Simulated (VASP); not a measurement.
# Al (P6_3/mmc) in VASP: a series of runs

Runs on Al. Level: r2SCAN. Tasks: single point.

Everything below comes from runs of VASP 6.6.1. Logs are shortened: lines on timing, memory, paths and dates and some standing lists are left out, and cuts for length are marked.

### Step 1. The cell of the first run

The structure is hexagonal, space group P6_3/mmc (No. 194). The conventional cell has a = 2.969 Å, b = 2.969 Å, c = 4.367 Å, α = 90.00°, β = 90.00°, γ = 120.00°. Al (site symmetry -6m2) has 12 Al at 2.78 to 2.97 Å within 3.7 Å.

### Step 2. Single point, r2SCAN

POSCAR reads:

```
Al
1.0
    2.9690168435      0.0000000000      0.0000000000
   -1.4845084217      2.5712440107      0.0000000000
    0.0000000000      0.0000000000      4.3671077923
Al
2
Direct
    0.6666666667      0.3333333333      0.7500000000
    0.3333333333      0.6666666667      0.2500000000
```

INCAR.step1 reads:

```
PREC = Accurate
ENCUT = 520
ISMEAR = 0
SIGMA = 0.15
LREAL = F
LASPH = T
NELM = 80
NBANDS = 10
GGA = PE
ALGO = Normal
EDIFF = 1E-4
LWAVE = T
LCHARG = F
```

INCAR.step2 reads:

```
PREC = Accurate
ENCUT = 520
EDIFF = 1E-6
ISMEAR = 0
SIGMA = 0.15
LREAL = F
LASPH = T
NELM = 80
ALGO = Normal
ISIF = 2
LWAVE = F
LCHARG = T
METAGGA = R2SCAN
LMIXTAU = T
LELF = T
LVHAR = T
NBANDS = 10
ISTART = 1
```

KPOINTS reads:

```
regular mesh
0
Gamma
  24 24 12
```

Potentials or basis: VASP PAW PBE potentials, release 64 (Al).

Run with:

```console
$ cat potpaw_PBE.64/Al/POTCAR > POTCAR
$ cp INCAR.step1 INCAR
$ mpirun -np 1 vasp_std > vasp.out
$ cp INCAR.step2 INCAR
$ mpirun -np 1 vasp_std > vasp.out
```

OUTCAR:

```text
PREC = Accurate
   ENCUT = 520
   EDIFF = 1E-6
   ISMEAR = 0
   LREAL = F
   LASPH = T
   NELM = 80
   ISIF = 2
   METAGGA = R2SCAN
   ISTART = 1

 ion  position               nearest neighbor table
   1  0.667  0.333  0.750-   2 2.78   2 2.78   2 2.78   2 2.78   2 2.78   2 2.78
   2  0.333  0.667  0.250-   1 2.78   1 2.78   1 2.78   1 2.78   1 2.78   1 2.78

  LATTYP: Found a hexagonal cell.
 ALAT       =     2.9690168435
 C/A-ratio  =     1.4708935727

  Lattice vectors:

 A1 = (   2.9690168435,   0.0000000000,   0.0000000000)
 A2 = (  -1.4845084217,   2.5712440107,   0.0000000000)
 A3 = (   0.0000000000,   0.0000000000,   4.3671077923)

Analysis of symmetry for initial positions (statically):
=====================================================================
 Subroutine PRICEL returns:
 Original cell was already a primitive cell.

 Routine SETGRP: Setting up the symmetry group for a
 hexagonal supercell.

 Subroutine GETGRP returns: Found 24 space group operations
 (whereof 12 operations were pure point group operations)
 out of a pool of 24 trial point group operations.

The static configuration has the point symmetry D_3d.
 The point group associated with its full space group is D_6h.

Analysis of symmetry for dynamics (positions and initial velocities):
=====================================================================
 Subroutine PRICEL returns:
 Original cell was already a primitive cell.

 Routine SETGRP: Setting up the symmetry group for a
 hexagonal supercell.

 Subroutine GETGRP returns: Found 24 space group operations
 (whereof 12 operations were pure point group operations)
 out of a pool of 24 trial point group operations.

The dynamic configuration has the point symmetry D_3d.
 The point group associated with its full space group is D_6h.

 Subroutine INISYM returns: Found 24 space group operations
 (whereof 12 operations are pure point group operations),
 and found     1 'primitive' translations

----------------------------------------------------------------------------------------

                                     Primitive cell

  volume of cell :      33.3388

  direct lattice vectors                    reciprocal lattice vectors
     2.969016843  0.000000000  0.000000000     0.336811831  0.194458401  0.000000000
    -1.484508422  2.571244011  0.000000000     0.000000000  0.388916803  0.000000000
     0.000000000  0.000000000  4.367107792     0.000000000  0.000000000  0.228984501

[... 84 lines left out ...]
   LREAL  =      F    real-space projection
   EDIFFG = 0.1E-04   stopping-criterion for IOM
   NSW    =      0    number of steps for IOM
   IBRION =     -1    ionic relax: 0-MD 1-quasi-New 2-CG
   NFREE  =      0    steps in history (QN), initial steepest desc. (CG)
   ISIF   =      2    stress and relaxation
   ISYM   =      2    0-nonsym 1-usesym 2-fastsym
   POTIM  = 0.5000    time-step for ionic-motion
   TEBEG  =    0.0;   TEEND  =   0.0 temperature during run
   PSTRESS=    0.0 pullay stress
   NELECT =       6.0000    total number of electrons
   NUPDOWN=      -1.0000    fix difference up-down
   EMIN   =  10.00;   EMAX   =-10.00  energy-range for DOS
   EFERMI =   0.00;   METHOD = LEGACY
   ISMEAR =     0;   SIGMA  =   0.15  broadening in eV -4-tet -1-fermi 0-gaus
   EFERMI_NEDOS =   21; number of points for ismear=-14 and -15
   IALGO  =     38    algorithm
   IMIX   =      4    mixing-type and parameters
     AMIX     =   0.40;   BMIX     =  1.00
     AMIX_MAG =   1.60;   BMIX_MAG =  1.00
  volume/ion in A,a.u.               =      16.67       112.49
  Fermi-wavevector in a.u.,A,eV,Ry     =   0.924291  1.746656 11.623640  0.854313
  Thomas-Fermi vector in A             =   2.050021
   LORBIT       =      0    0 simple, 1 ext, 2 COOP (PROOUT), +10 PAW based schemes
   METAGGA = R2SCAN    functional components
   LHFCALC =     F    Hartree Fock is set to
   AEXX    =    0.0000 exact exchange contribution
   IVDW    =     0    specifies the selected vdW correction
   LEPSILON=     F    determine dielectric tensor
   LRPA    =     F    only Hartree local field effects (RPA)
 non-spin polarized calculation
 Gauss-broadening in eV      SIGMA  =   0.15
  energy-cutoff  :      520.00
  volume of cell :       33.34
 maximum number of plane-waves:       934
 NGX is ok and might be reduce to    24

 number of electron       6.0000000 magnetization

 Free energy of the ion-electron system (eV)
  ---------------------------------------------------
  ext. energy  EPLUGINS =         0.00000000
  ---------------------------------------------------
  free energy    TOTEN  =       -13.32389879 eV

  energy without entropy =      -13.31458600  energy(sigma->0) =      -13.31924240

 E-fermi :   7.9050     XC(G=0): -10.8741

 val. band max:        7.9024894586   @ k =   0.3333   0.1667   0.3333
 cond. band min:       7.9145211883   @ k =   0.4167   0.0417   0.2500
 fundamental gap:      0.0120317298
 Fermi energy:         7.9050171608

 k-point     1 :       0.0000    0.0000    0.0000
  band No.  band energies     occupation
      1      -3.8743      2.00000
      2       3.6498      2.00000
      3       4.7567      2.00000
      4      17.3847      0.00000
      5      17.3847      0.00000
      6      18.1330      0.00000
      7      18.1330      0.00000
      8      20.9392      0.00000
      9      21.2614      0.00000
     10      23.5105      0.00000
[... 287 lines left out ...]
 k-point    24 :       0.4583    0.0417    0.0000
  band No.  band energies     occupation
      1       1.5063      2.00000
      2       2.4942      2.00000
      3       8.5410      0.00000
      4       9.8918      0.00000
      5       9.9639      0.00000
      6      10.7531      0.00000
      7      12.2397      0.00000
      8      15.4716      0.00000
      9      18.6944      0.00000
     10      19.7578      0.00000

 [... further k-points ...]
[... 5 lines left out ...]
  --------------------------------------------------------------------------------------
  -------------------------------------------------------------------------------------
  Total       -1.0625684     -1.0625684      0.6087732     -0.0000000      0.0000000      0.0000000
  in kB      -51.0643275    -51.0643275     29.2560877     -0.0000000      0.0000000      0.0000000
  external PRESSURE =     -24.2908558 kB  Pullay stress =       0.0000000 kB

 VOLUME and BASIS-vectors are now :
 -----------------------------------------------------------------------------
  energy-cutoff  :      520.00
  volume of cell :       33.34
      direct lattice vectors                 reciprocal lattice vectors
     2.969016843  0.000000000  0.000000000     0.336811831  0.194458401  0.000000000
    -1.484508422  2.571244011  0.000000000     0.000000000  0.388916803  0.000000000
     0.000000000  0.000000000  4.367107792     0.000000000  0.000000000  0.228984501

 POSITION                                       TOTAL-FORCE (eV/Angst)
 -----------------------------------------------------------------------------------
      1.48451      0.85708      3.27533         0.000000     -0.000000      0.000000
     -0.00000      1.71416      1.09178        -0.000000      0.000000      0.000000
 -----------------------------------------------------------------------------------
    total drift:                                0.000000     -0.000000      0.000000

  FREE ENERGIE OF THE ION-ELECTRON SYSTEM (eV)
  ---------------------------------------------------
  free  energy   TOTEN  =       -13.3238987858 eV

  energy  without entropy=      -13.3145860044  energy(sigma->0) =      -13.31924240
```

OUTCAR.step1:

```text
PREC = Accurate
   ENCUT = 520
   ISMEAR = 0
   LREAL = F
   LASPH = T
[... 536 lines left out ...]
 -----------------------------------------------------------------------------------
      1.48451      0.85708      3.27533         0.000000     -0.000000      0.000000
     -0.00000      1.71416      1.09178        -0.000000      0.000000      0.000000
 -----------------------------------------------------------------------------------
    total drift:                                0.000000     -0.000000      0.000000

  FREE ENERGIE OF THE ION-ELECTRON SYSTEM (eV)
  ---------------------------------------------------
  free  energy   TOTEN  =        -7.3759371005 eV

  energy  without entropy=       -7.3659973131  energy(sigma->0) =       -7.37096721
```

OSZICAR.step1:

```text
N       E                     dE             d eps       ncg     rms          rms(c)
DAV:   1    -0.192978147641E+00   -0.19298E+00   -0.23613E+03  8540   0.476E+02
DAV:   2    -0.727370087550E+01   -0.70807E+01   -0.68265E+01 11134   0.539E+01
DAV:   3    -0.742463475631E+01   -0.15093E+00   -0.15003E+00 11292   0.644E+00
DAV:   4    -0.742525027428E+01   -0.61552E-03   -0.61545E-03 10414   0.454E-01
DAV:   5    -0.742525572903E+01   -0.54548E-05   -0.54552E-05 10466   0.426E-02    0.182E+00
DAV:   6    -0.739639205669E+01    0.28864E-01   -0.32200E-03  9640   0.308E-01    0.106E+00
DAV:   7    -0.737600988540E+01    0.20382E-01   -0.94349E-03  9188   0.492E-01    0.175E-01
DAV:   8    -0.737593710048E+01    0.72785E-04   -0.95024E-05 10524   0.582E-02
   1 F= -.73759371E+01 E0= -.73709672E+01  d E =-.993979E-02
```

It took 3.4 min on 1 thread of Intel Xeon 6975P-C, shared host; peak memory 0.24 GiB.

What came out:

```
Free energy            : -13.3239 eV
Pressure               : -2.4 GPa
Band gap on the k mesh : zero (band 3 reaches 13.93 eV, above the bottom of band 4 at 4.39 eV)
```

Caveat: the PAW data sets were made with another functional, which shifts forces and pressure a little.

### Step 3. Single point, r2SCAN

This run uses another cell than the first one, of the same volume but with other edges.

POSCAR reads:

```
Al
1.0
    2.6466218154      0.0000000000      0.0000000000
   -1.3233109077      2.2920417263      0.0000000000
    0.0000000000      0.0000000000      5.4958574366
Al
2
Direct
    0.6666666667      0.3333333333      0.7500000000
    0.3333333333      0.6666666667      0.2500000000
```

INCAR.step1 reads:

```
PREC = Accurate ; ENCUT = 520
ISMEAR = 0 ; SIGMA = 0.15
LREAL = False ; LASPH = True
NELM = 60 ; NBANDS = 10
GGA = PE ; ALGO = Normal
EDIFF = 1E-4 ; LWAVE = True
LCHARG = False
```

INCAR.step2 reads:

```
PREC = Accurate ; ENCUT = 520
EDIFF = 1E-6 ; ISMEAR = 0
SIGMA = 0.15 ; LREAL = False
LASPH = True ; NELM = 60
ALGO = Normal ; ISIF = 2
LWAVE = False ; LCHARG = False
METAGGA = R2SCAN ; LMIXTAU = True
NBANDS = 10 ; ISTART = 1
```

KPOINTS reads:

```
Automatic mesh
0
Gamma
  24 24 12
```

Potentials or basis: VASP PAW PBE potentials, release 64 (Al).

Run with:

```console
$ cat potpaw_PBE.64/Al/POTCAR > POTCAR
$ cp INCAR.step1 INCAR
$ mpirun -np 1 vasp_std > vasp.out
$ cp INCAR.step2 INCAR
$ mpirun -np 1 vasp_std > vasp.out
```

It took 4.8 min on 1 thread of Intel Xeon 6975P-C, shared host; peak memory 0.24 GiB.

It converged, with:

```
Free energy            : -13.1036 eV
Pressure               : 3.0 GPa
Band gap on the k mesh : zero (band 3 reaches 10.61 eV, above the bottom of band 4 at 5.27 eV)
```

Stress tensor (GPa, compression positive):
```
  9.59   0.00   0.00
  0.00   9.59   0.00
  0.00   0.00 -10.14
```

Levels at points of the mesh, in eV from the Fermi level:
```csv
k point,band 1,band 2,band 3,band 4,band 5,band 6,band 7,band 8
"(0.00, 0.00, 0.00)",-11.72,-7.30,-5.82,7.84,8.06,14.81,14.81,15.35
"(0.50, 0.00, 0.00)",-4.69,-4.33,-0.58,0.53,1.10,1.64,9.29,10.31
"(0.00, 0.00, 0.50)",-10.44,-10.44,-0.30,-0.30,15.35,15.35,15.35,15.35
"(0.50, 0.00, 0.50)",-3.83,-3.83,-2.51,-2.51,6.46,6.46,6.65,6.65
```

Caveat: the PAW data sets were made with another functional, which shifts forces and pressure a little.

### Step 4. Single point, r2SCAN

This run uses another cell than the first one, of the same volume but with other edges.

POSCAR reads:

```
Al
1.0
    2.8917208132      0.0000000000      0.0000000000
   -1.4458604066      2.5043036849      0.0000000000
    0.0000000000      0.0000000000      4.6036946748
Al
2
Direct
    0.6666666667      0.3333333333      0.7500000000
    0.3333333333      0.6666666667      0.2500000000
```

INCAR.step1 reads:

```
PREC = Accurate
ENCUT = 520
ISMEAR = 0
SIGMA = 0.15
LREAL = False
LASPH = True
NELM = 60
NBANDS = 10
GGA = PE
ALGO = Normal
EDIFF = 1E-4
LWAVE = True
LCHARG = False
```

INCAR.step2 reads:

```
PREC = Accurate
ENCUT = 520
EDIFF = 1E-6
ISMEAR = 0
SIGMA = 0.15
LREAL = False
LASPH = True
NELM = 60
ALGO = Normal
ISIF = 2
LWAVE = False
LCHARG = False
METAGGA = R2SCAN
LMIXTAU = True
NBANDS = 10
ISTART = 1
```

KPOINTS is that of step 3.

Run with:

```console
$ cat potpaw_PBE.64/Al/POTCAR > POTCAR
$ cp INCAR.step1 INCAR
$ mpirun -np 1 vasp_std > vasp.out
$ cp INCAR.step2 INCAR
$ mpirun -np 1 vasp_std > vasp.out
```

Wall time 4.3 min (1 thread of Intel Xeon 6975P-C, shared host); peak memory 0.24 GiB.

It converged, with:

- Free energy: -13.3802 eV
- Pressure: -3.5 GPa
- Band gap on the k mesh: zero (band 3 reaches 12.73 eV, above the bottom of band 4 at 4.52 eV)

Stress tensor (GPa, compression positive):
```
-4.53  0.00  0.00
 0.00 -4.53  0.00
 0.00  0.00 -1.46
```

Levels at points of the mesh, in eV from the Fermi level:
```tsv
k point	band 1	band 2	band 3	band 4	band 5	band 6	band 7
(0.00, 0.00, 0.00)	-11.77	-4.80	-4.19	10.81	10.81	11.26	11.26
(0.50, 0.00, 0.00)	-5.70	-5.57	0.63	1.52	1.52	2.14	5.64
(0.00, 0.00, 0.50)	-9.93	-9.93	4.16	4.16	12.14	12.14	12.14
(0.50, 0.00, 0.50)	-4.24	-4.24	-3.39	-3.39	7.23	7.23	7.96
```

Caveat: the PAW data sets were made with another functional, which shifts forces and pressure a little.

### Step 5. Summary

| cell | gap on the mesh (eV) | pressure (GPa) |
| --- | --- | --- |
| a = 2.969, b = 2.969, c = 4.367 Å, angles 90.0, 90.0, 120.0°, 2 atoms | none | -2.4 |
| a = 2.647, b = 2.647, c = 5.496 Å, angles 90.0, 90.0, 120.0°, 2 atoms | none | 3.0 |
| a = 2.892, b = 2.892, c = 4.604 Å, angles 90.0, 90.0, 120.0°, 2 atoms | none | -3.5 |

Alike in all rows: task single point; level r2SCAN; potentials or basis VASP PAW PBE potentials, release 64 (Al); no spin polarisation; k mesh 24 × 24 × 12; cutoff (eV) 520; smearing gaussian 0.15 eV.

Caveats: the PAW data sets were made with another functional, which shifts forces and pressure a little.

Total energies depend on the potentials used, so only differences within one code and one set of settings carry meaning.
